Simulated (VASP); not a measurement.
# BaS in VASP: notebook, part 2 of 2

VASP 6.6.1. Earlier steps stand in the parts before.

## (3) Electric field gradients, PBE (volume scaled by 0.96)

INCAR

```
PREC     = Accurate       # precision mode
ENCUT    = 520            # plane-wave cutoff, eV
EDIFF    = 1E-8           # SCF threshold, eV
ISMEAR   = -1             # smearing method
SIGMA    = 0.02           # smearing width, eV
LREAL    = False          # projectors in reciprocal space
LASPH    = True           # aspherical terms in the spheres
NELM     = 80             # most SCF steps
ALGO     = Normal         # electronic algorithm
ISIF     = 2              # what is computed and relaxed
LWAVE    = False          # write WAVECAR
LCHARG   = False          # write CHGCAR
GGA      = PE             # functional
LEFG     = True         
NBANDS   = 15             # bands
```

KPOINTS

```
regular mesh
0
Gamma
  8 8 8
```

POSCAR

```
BaS
1.0
    0.0000000000      3.1505859250      3.1505859250
    3.1505859250      0.0000000000      3.1505859250
    3.1505859250      3.1505859250      0.0000000000
Ba S
1 1
Direct
    0.0000000000      0.0000000000      0.0000000000
    0.5000000000      0.5000000000      0.5000000000
```

Potentials or basis: VASP PAW PBE potentials, release 64 (Ba_sv, S).

Command:

```sh
$ cat potpaw_PBE.64/Ba_sv/POTCAR potpaw_PBE.64/S/POTCAR > POTCAR
$ mpirun -np 1 vasp_std > vasp.out
```

OUTCAR:

```text
PREC = Accurate
   ENCUT = 520
   EDIFF = 1E-8
   ISMEAR = -1
   LREAL = False
   LASPH = True
   NELM = 80
   ISIF = 2
   GGA = PE

 ion  position               nearest neighbor table
   1  0.000  0.000  0.000-   2 3.15   2 3.15   2 3.15   2 3.15   2 3.15   2 3.15
   2  0.500  0.500  0.500-   1 3.15   1 3.15   1 3.15   1 3.15   1 3.15   1 3.15

  LATTYP: Found a face centered cubic cell.
 ALAT       =     6.3011718500

  Lattice vectors:

 A1 = (   0.0000000000,   3.1505859250,   3.1505859250)
 A2 = (   3.1505859250,   0.0000000000,   3.1505859250)
 A3 = (   3.1505859250,   3.1505859250,   0.0000000000)

Analysis of symmetry for initial positions (statically):
=====================================================================
 Subroutine PRICEL returns:
 Original cell was already a primitive cell.

 Routine SETGRP: Setting up the symmetry group for a
 face centered cubic supercell.

 Subroutine GETGRP returns: Found 48 space group operations
 (whereof 48 operations were pure point group operations)
 out of a pool of 48 trial point group operations.

The static configuration has the point symmetry O_h .

Analysis of symmetry for dynamics (positions and initial velocities):
=====================================================================
 Subroutine PRICEL returns:
 Original cell was already a primitive cell.

 Routine SETGRP: Setting up the symmetry group for a
 face centered cubic supercell.

 Subroutine GETGRP returns: Found 48 space group operations
 (whereof 48 operations were pure point group operations)
 out of a pool of 48 trial point group operations.

The dynamic configuration has the point symmetry O_h .

 Subroutine INISYM returns: Found 48 space group operations
 (whereof 48 operations are pure point group operations),
 and found     1 'primitive' translations

----------------------------------------------------------------------------------------

                                     Primitive cell

  volume of cell :      62.5466

  direct lattice vectors                    reciprocal lattice vectors
     0.000000000  3.150585925  3.150585925    -0.158700639  0.158700639  0.158700639
     3.150585925  0.000000000  3.150585925     0.158700639 -0.158700639  0.158700639
     3.150585925  3.150585925  0.000000000     0.158700639  0.158700639 -0.158700639

  length of vectors
     4.455601345  4.455601345  4.455601345     0.274877570  0.274877570  0.274877570

  position of ions in fractional coordinates (direct lattice)
     0.000000000  0.000000000  0.000000000
     0.500000000  0.500000000  0.500000000

  ion indices of the primitive-cell ions
   primitive index   ion index
                 1           1
                 2           2

----------------------------------------------------------------------------------------

 KPOINTS: regular mesh

[... 83 lines left out ...]
   EFERMI_NEDOS =   21; number of points for ismear=-14 and -15
   IALGO  =     38    algorithm
   IMIX   =      4    mixing-type and parameters
     AMIX     =   0.40;   BMIX     =  1.00
     AMIX_MAG =   1.60;   BMIX_MAG =  1.00
  volume/ion in A,a.u.               =      31.27       211.04
  Fermi-wavevector in a.u.,A,eV,Ry     =   1.039234  1.963868 14.694402  1.080008
  Thomas-Fermi vector in A             =   2.173755
   LORBIT       =      0    0 simple, 1 ext, 2 COOP (PROOUT), +10 PAW based schemes
   GGA     = PE    functional components
   LHFCALC =     F    Hartree Fock is set to
   AEXX    =    0.0000 exact exchange contribution
   IVDW    =     0    specifies the selected vdW correction
   LEPSILON=     F    determine dielectric tensor
   LRPA    =     F    only Hartree local field effects (RPA)
 non-spin polarized calculation
  energy-cutoff  :      520.00
  volume of cell :       62.55
 maximum number of plane-waves:      1708
 NGX is ok and might be reduce to    36
   NGX = 17   NGY = 17   NGZ = 17

 number of electron      15.9999998 magnetization

 Free energy of the ion-electron system (eV)
  ---------------------------------------------------
  ext. energy  EPLUGINS =         0.00000000
  ---------------------------------------------------
  free energy    TOTEN  =       -10.14448007 eV

  energy without entropy =      -10.14448007  energy(sigma->0) =      -10.14448007

 E-fermi :   2.0903     XC(G=0):  -8.7969

 val. band max:        1.6717727752   @ k =   0.0000   0.0000   0.0000
 cond. band min:       3.7044924548   @ k =   0.5000   0.5000   0.0000
 fundamental gap:      2.0327196796
 Fermi energy:         2.0902727357

 k-point     1 :       0.0000    0.0000    0.0000
  band No.  band energies     occupation
      1     -24.2772      2.00000
      2      -9.3270      2.00000
      3      -9.3270      2.00000
      4      -9.3270      2.00000
      5      -8.7530      2.00000
      6       1.6718      2.00000
      7       1.6718      2.00000
      8       1.6718      2.00000
      9       5.4756      0.00000
     10       5.5413      0.00000
     11       5.5413      0.00000
     12       5.5413      0.00000
     13       6.5109      0.00000
     14       6.5109      0.00000
[... 401 lines left out ...]
      2     -10.4242      2.00000
      3      -9.5528      2.00000
      4      -9.4487      2.00000
      5      -7.6626      2.00000
      6       0.1257      2.00000
      7       0.7622      2.00000
      8       0.8600      2.00000
      9       6.4227      0.00000
     10       6.6143      0.00000
     11       8.5009      0.00000
     12       8.7951      0.00000
     13       9.7513      0.00000
     14      10.6694      0.00000
     15      11.4427      0.00000

 [... further k-points ...]

------------------------ aborting loop because EDIFF is reached ----------------------------------------

  FORCE on cell =-STRESS in cart. coord.  units (eV):
  Direction    XX          YY          ZZ          XY          YZ          ZX
  --------------------------------------------------------------------------------------
  -------------------------------------------------------------------------------------
  Total        1.3880362      1.3880362      1.3880362      0.0000000      0.0000000     -0.0000000
  in kB       35.5555487     35.5555487     35.5555487      0.0000000      0.0000000     -0.0000000
  external PRESSURE =      35.5555487 kB  Pullay stress =       0.0000000 kB

 VOLUME and BASIS-vectors are now :
 -----------------------------------------------------------------------------
  energy-cutoff  :      520.00
  volume of cell :       62.55
      direct lattice vectors                 reciprocal lattice vectors
     0.000000000  3.150585925  3.150585925    -0.158700639  0.158700639  0.158700639
     3.150585925  0.000000000  3.150585925     0.158700639 -0.158700639  0.158700639
     3.150585925  3.150585925  0.000000000     0.158700639  0.158700639 -0.158700639

 POSITION                                       TOTAL-FORCE (eV/Angst)
 -----------------------------------------------------------------------------------
      0.00000      0.00000      0.00000         0.000000      0.000000      0.000000
      3.15059      3.15059      3.15059        -0.000000     -0.000000     -0.000000
 -----------------------------------------------------------------------------------
    total drift:                                0.000000      0.000000      0.000000

  FREE ENERGIE OF THE ION-ELECTRON SYSTEM (eV)
  ---------------------------------------------------
  free  energy   TOTEN  =       -10.1444800728 eV

  energy  without entropy=      -10.1444800728  energy(sigma->0) =      -10.14448007

 Electric field gradients (V/A^2)
---------------------------------------------------------------------
 ion       V_xx      V_yy      V_zz      V_xy      V_xz      V_yz
---------------------------------------------------------------------
   1      -0.000    -0.000     0.000     0.000     0.000     0.000
   2       0.000     0.000     0.000     0.000     0.000     0.000
---------------------------------------------------------------------

 Electric field gradients after diagonalization (V/A^2)
 (convention: |V_zz| > |V_xx| > |V_yy|)
----------------------------------------------------------------------
 ion       V_xx      V_yy      V_zz     asymmetry (V_yy - V_xx)/ V_zz
----------------------------------------------------------------------
   1      -0.000    -0.000     0.000       0.000
   2      -0.000    -0.000     0.001       0.000
----------------------------------------------------------------------

           NMR quadrupolar parameters

 Cq : quadrupolar parameter    Cq=e*Q*V_zz/h
 eta: asymmetry parameters     (V_yy - V_xx)/ V_zz
 Q  : nuclear electric quadrupole moment in mb (millibarn)
----------------------------------------------------------------------
 ion       Cq(MHz)       eta       Q (mb)
----------------------------------------------------------------------
   1       0.000       0.000       1.000
   2       0.000       0.000       1.000
----------------------------------------------------------------------
```

Run time: 27 s. Hardware: 1 thread of AMD EPYC 7R13 (Zen 3), shared host; peak memory 0.18 GiB.

What came out:

- Free energy: -10.1445 eV
- Pressure: 3.6 GPa
- Band gap on the k mesh: 2.03 eV, indirect (least direct gap 2.15 eV)

Caveat: without QUAD_EFG the Cq values of the log hold for a quadrupole moment of 1 mb, not for the nuclei; spin-orbit coupling is left out, which moves the levels of the heavy elements. A k mesh can miss the band edges.

## (4) Electric field gradients, PBE (volume scaled by 0.96)

INCAR

```
SYSTEM = BaS
PREC     = Accurate       ! precision mode
ENCUT    = 520            ! plane-wave cutoff, eV
EDIFF    = 1E-8           ! SCF threshold, eV
ISMEAR   = -1             ! smearing method
SIGMA    = 0.02           ! smearing width, eV
LREAL    = .FALSE.        ! projectors in reciprocal space
LASPH    = .TRUE.         ! aspherical terms in the spheres
NELM     = 60             ! most SCF steps
ALGO     = Normal         ! electronic algorithm
ISIF     = 2              ! what is computed and relaxed
LWAVE    = .FALSE.        ! write WAVECAR
LCHARG   = .FALSE.        ! write CHGCAR
GGA      = PE             ! functional
LEFG     = .TRUE.       
NBANDS   = 15             ! bands
```

KPOINTS

```
regular mesh
0
G
  8 8 8
  0 0 0
```

POSCAR is that of step 3.

Potentials or basis: VASP PAW PBE potentials, release 64 (Ba_sv, S).

Command:

```sh
$ cat potpaw_PBE.64/Ba_sv/POTCAR potpaw_PBE.64/S/POTCAR > POTCAR
$ mpirun -np 1 vasp_std > vasp.out
```

OUTCAR:

```text
SYSTEM = BaS
   PREC = Accurate
   ENCUT = 520
   EDIFF = 1E-8
   ISMEAR = -1
   LREAL = .FALSE.
   LASPH = .TRUE.
   NELM = 60
   ISIF = 2
   GGA = PE

 ion  position               nearest neighbor table
   1  0.000  0.000  0.000-   2 3.15   2 3.15   2 3.15   2 3.15   2 3.15   2 3.15
   2  0.500  0.500  0.500-   1 3.15   1 3.15   1 3.15   1 3.15   1 3.15   1 3.15

  LATTYP: Found a face centered cubic cell.
 ALAT       =     6.3011718500

  Lattice vectors:

 A1 = (   0.0000000000,   3.1505859250,   3.1505859250)
[... 645 lines left out ...]
  ---------------------------------------------------
  free  energy   TOTEN  =       -10.1444800728 eV

  energy  without entropy=      -10.1444800728  energy(sigma->0) =      -10.14448007

 Electric field gradients (V/A^2)
---------------------------------------------------------------------
 ion       V_xx      V_yy      V_zz      V_xy      V_xz      V_yz
---------------------------------------------------------------------
   1      -0.000    -0.000     0.000     0.000     0.000     0.000
   2       0.000     0.000     0.000     0.000     0.000     0.000
---------------------------------------------------------------------

 Electric field gradients after diagonalization (V/A^2)
 (convention: |V_zz| > |V_xx| > |V_yy|)
----------------------------------------------------------------------
 ion       V_xx      V_yy      V_zz     asymmetry (V_yy - V_xx)/ V_zz
----------------------------------------------------------------------
   1      -0.000    -0.000     0.000       0.000
   2      -0.000    -0.000     0.001       0.000
----------------------------------------------------------------------

           NMR quadrupolar parameters

 Cq : quadrupolar parameter    Cq=e*Q*V_zz/h
 eta: asymmetry parameters     (V_yy - V_xx)/ V_zz
 Q  : nuclear electric quadrupole moment in mb (millibarn)
----------------------------------------------------------------------
 ion       Cq(MHz)       eta       Q (mb)
----------------------------------------------------------------------
   1       0.000       0.000       1.000
   2       0.000       0.000       1.000
----------------------------------------------------------------------
```

OSZICAR:

```text
N       E                     dE             d eps       ncg     rms          rms(c)
DAV:   1     0.827592711882E+02    0.82759E+02   -0.68013E+03   870   0.926E+02
DAV:   2    -0.613236793103E+01   -0.88892E+02   -0.80892E+02  1205   0.173E+02
DAV:   3    -0.105405904921E+02   -0.44082E+01   -0.43829E+01  1194   0.396E+01
DAV:   4    -0.106122999182E+02   -0.71709E-01   -0.71696E-01  1088   0.515E+00
DAV:   5    -0.106140355126E+02   -0.17356E-02   -0.17356E-02  1182   0.634E-01    0.510E+00
DAV:   6    -0.101298079224E+02    0.48423E+00   -0.65224E-01   989   0.490E+00    0.352E+00
DAV:   7    -0.101303111059E+02   -0.50318E-03   -0.18385E-01  1137   0.244E+00    0.216E+00
DAV:   8    -0.101435488839E+02   -0.13238E-01   -0.24392E-02   961   0.115E+00    0.215E-01
DAV:   9    -0.101436347028E+02   -0.85819E-04   -0.32192E-03  1122   0.409E-01    0.123E-01
DAV:  10    -0.101444168020E+02   -0.78210E-03   -0.92443E-04   912   0.213E-01    0.345E-02
DAV:  11    -0.101444777707E+02   -0.60969E-04   -0.91867E-05  1108   0.597E-02    0.951E-03
DAV:  12    -0.101444799886E+02   -0.22179E-05   -0.46651E-06   982   0.141E-02    0.537E-03
DAV:  13    -0.101444799804E+02    0.82179E-08   -0.35398E-07  1129   0.341E-03    0.328E-03
DAV:  14    -0.101444800525E+02   -0.72171E-07   -0.11539E-08   950   0.789E-04    0.117E-03
DAV:  15    -0.101444800764E+02   -0.23907E-07   -0.13768E-08   968   0.827E-04    0.378E-04
DAV:  16    -0.101444800728E+02    0.36446E-08   -0.11271E-09   554   0.212E-04
   1 F= -.10144480E+02 E0= -.10144480E+02  d E =-.462784E-11
```

Wall time 27 s (1 thread of AMD EPYC 7R13 (Zen 3), shared host); peak memory 0.18 GiB.

Results:

```
Free energy            : -10.1445 eV
Pressure               : 3.6 GPa
Band gap on the k mesh : 2.03 eV, indirect (least direct gap 2.15 eV)
```

Levels at points of the mesh, in eV from the valence-band top:
| k point | band 6 | band 7 | band 8 | band 9 | band 10 | band 11 |
| --- | --- | --- | --- | --- | --- | --- |
| (0.00, 0.00, 0.00) | 0.00 | 0.00 | 0.00 | 3.80 | 3.87 | 3.87 |
| (0.50, 0.00, 0.00) | -2.03 | -1.17 | -1.17 | 5.68 | 5.82 | 6.46 |
| (0.50, 0.50, 0.00) | -0.47 | -0.11 | -0.11 | 2.03 | 6.04 | 6.28 |

Caveat: without QUAD_EFG the Cq values of the log hold for a quadrupole moment of 1 mb, not for the nuclei; spin-orbit coupling is left out, which moves the levels of the heavy elements. A k mesh can miss the band edges.
